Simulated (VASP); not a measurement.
# FeGe (P2_13) in VASP: settings compared, part 2 of 2

VASP 6.6.1.

**3. Single point, LDA, collinear spin, ferromagnetic start**

This run uses another cell than the first one, of 11.77 Å³/atom.

File INCAR:

```
SYSTEM = FeGe
PREC     = Accurate       ! precision mode
ENCUT    = 600            ! plane-wave cutoff, eV
EDIFF    = 1E-6           ! SCF threshold, eV
ISMEAR   = -1             ! smearing method
SIGMA    = 0.05           ! smearing width, eV
LREAL    = .FALSE.        ! projectors in reciprocal space
LASPH    = .TRUE.         ! aspherical terms in the spheres
NELM     = 200            ! most SCF steps
ALGO     = Normal         ! electronic algorithm
ISIF     = 2              ! what is computed and relaxed
LWAVE    = .FALSE.        ! write WAVECAR
LCHARG   = .FALSE.        ! write CHGCAR
ISPIN    = 2              ! spin polarisation
MAGMOM   = 0 0 0 0 3 3 3 3 ! initial moments
LORBIT   = 11             ! projections on sites
LMAXMIX  = 4              ! l up to which the mixer works
NBANDS   = 58             ! bands
GGA_COMPAT= .FALSE.
```

File KPOINTS:

```
Automatic mesh
0
G
  6 6 6
  0 0 0
```

File POSCAR:

```
FeGe
1.0
    4.5494064885      0.0000000000      0.0000000000
    0.0000000000      4.5494064885      0.0000000000
    0.0000000000      0.0000000000      4.5494064885
Ge Fe
4 4
Direct
    0.1587652638      0.3412347362      0.6587652638
    0.3412347362      0.6587652638      0.1587652638
    0.6587652638      0.1587652638      0.3412347362
    0.8412347362      0.8412347362      0.8412347362
    0.8638518579      0.6361481421      0.3638518579
    0.6361481421      0.3638518579      0.8638518579
    0.3638518579      0.8638518579      0.6361481421
    0.1361481421      0.1361481421      0.1361481421
```

Potentials or basis: VASP PAW LDA potentials, release 64 (Ge_d, Fe).

Launch:

```bash
$ cat potpaw_LDA.64/Ge_d/POTCAR potpaw_LDA.64/Fe/POTCAR > POTCAR
$ mpirun -np 1 vasp_std > vasp.out
```

OUTCAR:

```text
SYSTEM = FeGe
   PREC = Accurate
   ENCUT = 600
   EDIFF = 1E-6
   ISMEAR = -1
   LREAL = .FALSE.
   LASPH = .TRUE.
   NELM = 200
   ISIF = 2
   ISPIN = 2
   LORBIT = 11

 ion  position               nearest neighbor table
   1  0.159  0.341  0.659-   5 2.32   6 2.37   7 2.37   8 2.37   7 2.56   8 2.56   6 2.56   2 2.82
                             2 2.82   3 2.82   4 2.82   3 2.82   4 2.82
   2  0.341  0.659  0.159-   6 2.32   5 2.37   7 2.37   8 2.37   5 2.56   7 2.56   8 2.56   1 2.82
                             1 2.82   3 2.82   3 2.82   4 2.82   4 2.82
   3  0.659  0.159  0.341-   7 2.32   6 2.37   5 2.37   8 2.37   6 2.56   5 2.56   8 2.56   1 2.82
                             4 2.82   2 2.82   2 2.82   1 2.82   4 2.82
   4  0.841  0.841  0.841-   8 2.32   6 2.37   7 2.37   5 2.37   6 2.56   5 2.56   7 2.56   2 2.82
                             3 2.82   1 2.82   3 2.82   1 2.82   2 2.82
   5  0.864  0.636  0.364-   1 2.32   2 2.37   3 2.37   4 2.37   3 2.56   4 2.56   2 2.56   8 2.79
                             6 2.79   6 2.79   8 2.79   7 2.79   7 2.79
   6  0.636  0.364  0.864-   2 2.32   1 2.37   3 2.37   4 2.37   1 2.56   3 2.56   4 2.56   8 2.79
                             5 2.79   5 2.79   7 2.79   7 2.79   8 2.79
   7  0.364  0.864  0.636-   3 2.32   2 2.37   1 2.37   4 2.37   2 2.56   1 2.56   4 2.56   8 2.79
                             8 2.79   5 2.79   6 2.79   6 2.79   5 2.79
   8  0.136  0.136  0.136-   4 2.32   2 2.37   3 2.37   1 2.37   2 2.56   1 2.56   3 2.56   5 2.79
                             6 2.79   7 2.79   7 2.79   5 2.79   6 2.79

  LATTYP: Found a simple cubic cell.
 ALAT       =     4.5494064885

  Lattice vectors:

[... 3070 lines left out ...]

 POSITION                                       TOTAL-FORCE (eV/Angst)
 -----------------------------------------------------------------------------------
      0.72229      1.55242      2.99699         0.111774     -0.111774      0.111774
      1.55242      2.99699      0.72229        -0.111774      0.111774      0.111774
      2.99699      0.72229      1.55242         0.111774      0.111774     -0.111774
      3.82712      3.82712      3.82712        -0.111774     -0.111774     -0.111774
      3.93001      2.89410      1.65531         0.026078     -0.026078      0.026078
      2.89410      1.65531      3.93001        -0.026078      0.026078      0.026078
      1.65531      3.93001      2.89410         0.026078      0.026078     -0.026078
      0.61939      0.61939      0.61939        -0.026078     -0.026078     -0.026078
 -----------------------------------------------------------------------------------
    total drift:                                0.000000      0.000000      0.000000

  FREE ENERGIE OF THE ION-ELECTRON SYSTEM (eV)
  ---------------------------------------------------
  free  energy   TOTEN  =       -59.8617752333 eV

  energy  without entropy=      -59.7838215576  energy(sigma->0) =      -59.82279840

 total charge

# of ion       s       p       d       tot
------------------------------------------
    1        1.125   1.324  10.154  12.604
    2        1.125   1.324  10.154  12.604
    3        1.125   1.324  10.154  12.604
    4        1.125   1.324  10.154  12.604
    5        0.406   0.563   6.579   7.547
    6        0.406   0.563   6.579   7.547
    7        0.406   0.563   6.579   7.547
    8        0.406   0.563   6.579   7.547
--------------------------------------------------
tot          6.125   7.548  66.932  80.604

 magnetization (x)

# of ion       s       p       d       tot
------------------------------------------
    1       -0.004  -0.017  -0.001  -0.022
    2       -0.004  -0.017  -0.001  -0.022
    3       -0.004  -0.017  -0.001  -0.022
    4       -0.004  -0.017  -0.001  -0.022
    5       -0.001  -0.000   0.396   0.395
    6       -0.001  -0.000   0.396   0.395
    7       -0.001  -0.000   0.396   0.395
    8       -0.001  -0.000   0.396   0.395
--------------------------------------------------
tot         -0.018  -0.072   1.581   1.491
```

OSZICAR:

```text
N       E                     dE             d eps       ncg     rms          rms(c)
DAV:   1     0.102915598708E+04    0.10292E+04   -0.38819E+04  6578   0.444E+03
DAV:   2     0.165999172928E+03   -0.86316E+03   -0.81144E+03  5568   0.976E+02
DAV:   3    -0.446017230767E+02   -0.21060E+03   -0.19791E+03  5568   0.291E+02
[... 17 lines left out ...]
DAV:  21    -0.598617425699E+02   -0.32822E-04   -0.41055E-04  5882   0.151E-01    0.303E-02
DAV:  22    -0.598617554853E+02   -0.12915E-04   -0.45675E-05  5962   0.694E-02    0.172E-02
DAV:  23    -0.598617700165E+02   -0.14531E-04   -0.35775E-04  6814   0.166E-01    0.705E-03
DAV:  24    -0.598617736728E+02   -0.36564E-05   -0.39185E-05  5054   0.395E-02    0.354E-03
DAV:  25    -0.598617748597E+02   -0.11869E-05   -0.33892E-05  6154   0.560E-02    0.383E-03
DAV:  26    -0.598617752333E+02   -0.37367E-06   -0.66680E-06  6068   0.152E-02
   1 F= -.59861775E+02 E0= -.59822798E+02  d E =-.779537E-01  mag=     1.4700
```

stdout:

```text
POSCAR found type information on POSCAR GeFe
 POSCAR found :  2 types and       8 ions
 scaLAPACK will be used
 LDA part: xc-table for (Slater(with rela. corr.)+CA(PZ))
 , standard interpolation
 POSCAR, INCAR and KPOINTS ok, starting setup
 FFT: planning ... GRIDC
 FFT: planning ... GRID_SOFT
 FFT: planning ... GRID
 WAVECAR not read
 entering main loop
```

It took 4.3 min on 1 thread of Intel Xeon 6975P-C (Granite Rapids), shared host; peak memory 0.34 GiB.

Results:

```
Free energy                                           : -59.8618 eV
Pressure                                              : -1.1 GPa
Largest force                                         : 0.194 eV/Å
Net moment                                            : 1.48 μB per cell
Site moments                                          : Ge -0.02; Fe +0.40 μB
Valence electrons inside the program's atomic spheres : Ge 12.60; Fe 7.55
```

Forces in eV/Å, atoms in the order of the input:
```
Ge   0.112 -0.112  0.112
Ge  -0.112  0.112  0.112
Ge   0.112  0.112 -0.112
Ge  -0.112 -0.112 -0.112
Fe   0.026 -0.026  0.026
Fe  -0.026  0.026  0.026
Fe   0.026  0.026 -0.026
Fe  -0.026 -0.026 -0.026
```

Levels at points of the mesh, in eV from the Fermi level:
Spin up:
```
           k point  band 42  band 43  band 44  band 45  band 46  band 47
(0.00, 0.00, 0.00)    -0.40    -0.28    -0.28     0.29     0.29     0.29
(0.50, 0.00, 0.00)    -0.55    -0.24    -0.24    -0.06    -0.06     1.43
(0.50, 0.50, 0.00)    -1.11    -0.52    -0.52     0.37     0.37     0.81
(0.50, 0.50, 0.50)    -0.72    -0.72    -0.72     0.13     0.13     0.13
```
Spin down:
```
           k point  band 42  band 43  band 44  band 45  band 46  band 47
(0.00, 0.00, 0.00)    -0.09     0.06     0.06     0.65     0.65     0.65
(0.50, 0.00, 0.00)    -0.22     0.12     0.12     0.28     0.28     1.70
(0.50, 0.50, 0.00)    -0.83    -0.19    -0.19     0.69     0.69     1.12
(0.50, 0.50, 0.50)    -0.42    -0.42    -0.42     0.49     0.49     0.49
```

**4. Single point, r2SCAN, collinear spin, ferromagnetic start**

This run uses another cell than the first one, of 12.89 Å³/atom.

File POSCAR:

```
FeGe
1.0
    4.6890000000      0.0000000000      0.0000000000
    0.0000000000      4.6890000000      0.0000000000
    0.0000000000      0.0000000000      4.6890000000
Ge Fe
4 4
Direct
    0.1580000000      0.3420000000      0.6580000000
    0.3420000000      0.6580000000      0.1580000000
    0.6580000000      0.1580000000      0.3420000000
    0.8420000000      0.8420000000      0.8420000000
    0.8650000000      0.6350000000      0.3650000000
    0.6350000000      0.3650000000      0.8650000000
    0.3650000000      0.8650000000      0.6350000000
    0.1350000000      0.1350000000      0.1350000000
```

File INCAR.step1:

```
SYSTEM = FeGe
ALGO = Normal
EDIFF = 1E-4
ENCUT = 520
GGA = PE
ISMEAR = -1
ISPIN = 2
LASPH = .True.
LCHARG = .False.
LMAXMIX = 4
LREAL = .False.
LWAVE = .True.
MAGMOM = 0 0 0 0 3 3 3 3
NBANDS = 58
NELM = 150
PREC = Accurate
SIGMA = 0.05
```

File INCAR.step2:

```
SYSTEM = FeGe
ALGO = Normal
EDIFF = 1E-6
ENCUT = 520
ISIF = 2
ISMEAR = -1
ISPIN = 2
ISTART = 1
LASPH = .True.
LCHARG = .False.
LMAXMIX = 4
LMIXTAU = .True.
LORBIT = 11
LREAL = .False.
LWAVE = .False.
MAGMOM = 0 0 0 0 3 3 3 3
METAGGA = R2SCAN
NBANDS = 58
NELM = 150
PREC = Accurate
SIGMA = 0.05
```

File KPOINTS:

```
k-points
0
Gamma
  6 6 6
  0 0 0
```

Potentials or basis: VASP PAW PBE potentials, release 64 (Ge_d, Fe).

Launch:

```bash
$ cat potpaw_PBE.64/Ge_d/POTCAR potpaw_PBE.64/Fe/POTCAR > POTCAR
$ cp INCAR.step1 INCAR
$ mpirun -np 1 vasp_std > vasp.out
$ cp INCAR.step2 INCAR
$ mpirun -np 1 vasp_std > vasp.out
```

Run time: 35 min. Hardware: 1 thread of Oxide Virtual Turin-like, shared host; peak memory 0.36 GiB.

It converged, with:

```
Free energy                                           : -112.0911 eV
Pressure                                              : 2.1 GPa
Largest force                                         : 0.262 eV/Å
Net moment                                            : 7.65 μB per cell
Site moments                                          : Ge -0.13; Fe +2.15 μB
Valence electrons inside the program's atomic spheres : Ge 12.50; Fe 7.28
```

Forces in eV/Å, atoms in the order of the input:
```
Ge  -0.151  0.151 -0.151
Ge   0.151 -0.151 -0.151
Ge  -0.151 -0.151  0.151
Ge   0.151  0.151  0.151
Fe   0.013 -0.013  0.013
Fe  -0.013  0.013  0.013
Fe   0.013  0.013 -0.013
Fe  -0.013 -0.013 -0.013
```

Levels at points of the mesh, in eV from the Fermi level:
Spin up:
```tsv
k point	band 44	band 45	band 46	band 47	band 48	band 49	band 50	band 51	band 52	band 53
(0.00, 0.00, 0.00)	-2.09	-1.63	-1.63	-1.63	1.16	1.16	1.16	2.11	2.11	2.86
(0.50, 0.00, 0.00)	-2.07	-1.76	-1.76	-0.20	-0.20	-0.06	-0.06	3.16	3.16	3.68
(0.50, 0.50, 0.00)	-2.39	-1.13	-1.13	-0.87	-0.87	0.60	0.60	1.33	1.33	4.84
(0.50, 0.50, 0.50)	-2.30	-1.64	-1.64	-1.64	-1.64	4.18	4.18	4.18	4.18	5.13
```
Spin down:
```
           k point  band 38  band 39  band 40  band 41  band 42  band 43
(0.00, 0.00, 0.00)    -1.60    -1.60     0.53     0.53     0.53     0.78
(0.50, 0.00, 0.00)    -1.28    -0.43    -0.43     0.44     0.44     0.68
(0.50, 0.50, 0.00)    -0.73    -0.53    -0.53    -0.24    -0.24     0.53
(0.50, 0.50, 0.50)    -0.02    -0.02    -0.02     0.02     0.02     0.02
```

Caveat: the PAW data sets were made with another functional, which shifts forces and pressure a little.

**5. Overview**

```tsv
level	potentials or basis	cell	cutoff (eV)	gap on the mesh (eV)	pressure (GPa)	moment (μB)	largest force (eV/Å)
PBEsol	VASP PAW PBE potentials, release 64 (Ge_d, Fe)	a = 4.596 Å, 8 atoms, atomic positions A	520	none	0.3	4.02	0.01
LDA	VASP PAW LDA potentials, release 64 (Ge_d, Fe)	a = 4.549 Å, 8 atoms, atomic positions B	600	none	-1.1	1.48	0.19
r2SCAN	VASP PAW PBE potentials, release 64 (Ge_d, Fe)	a = 4.689 Å, 8 atoms, atomic positions C	520	none	2.1	7.65	0.26
```

Alike in all rows: task single point; spin collinear, ferromagnetic start; k mesh 6 × 6 × 6; smearing fermi-dirac 0.05 eV.

Caveats: the PAW data sets were made with another functional, which shifts forces and pressure a little (at least some runs).

Absolute energies hang on the potentials; compare differences alone.
